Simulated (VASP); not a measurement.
## Pb2O: single point with PBE

Crystal: Pb2O.

```
Pb O
1.0
     5.47537    0.00000    0.00000
     0.00000    5.47537    0.00000
     0.00000    0.00000    5.47537
Pb O
4 2
Direct
  0.25000 0.25000 0.25000
  0.75000 0.75000 0.25000
  0.25000 0.75000 0.75000
  0.75000 0.25000 0.75000
  0.00000 0.00000 0.00000
  0.50000 0.50000 0.50000
```

| Property | Result |
| --- | --- |
| Program | VASP 6.6.1 |
| Task | single point |
| Functional | PBE |
| Potentials or basis | VASP PAW PBE potentials, release 64 (Pb_d, O) |
| Cutoff | 600 eV |
| k mesh | 8 × 8 × 8 |
| Occupations | gaussian, width 0.1 eV |
| Spin | no spin polarisation |
| Dipole correction | no |
| Further INCAR settings | ALGO = Normal; EDIFF = 1e-06; NBANDS = 43 |

- Pressure: 0.0 GPa
- Band gap on the k mesh: zero (bands 34 and 35 overlap by 0.84 eV)

Levels at points of the mesh, in eV from the Fermi level:
| k point | band 32 | band 33 | band 34 | band 35 | band 36 | band 37 |
| --- | --- | --- | --- | --- | --- | --- |
| (0.00, 0.00, 0.00) | -0.59 | -0.59 | -0.59 | 2.05 | 2.05 | 2.05 |
| (0.50, 0.00, 0.00) | -0.96 | -0.49 | -0.49 | 0.98 | 0.98 | 1.93 |
| (0.50, 0.50, 0.00) | -1.21 | -0.07 | -0.07 | 1.35 | 1.35 | 1.91 |
| (0.50, 0.50, 0.50) | -0.82 | -0.74 | -0.74 | -0.74 | 1.35 | 4.42 |

It took 7.3 min on 1 thread of Oxide Virtual Turin-like Processor (shared host), peak memory 0.42 GiB.

Caveat: spin-orbit coupling is left out, which moves the levels of the heavy elements.
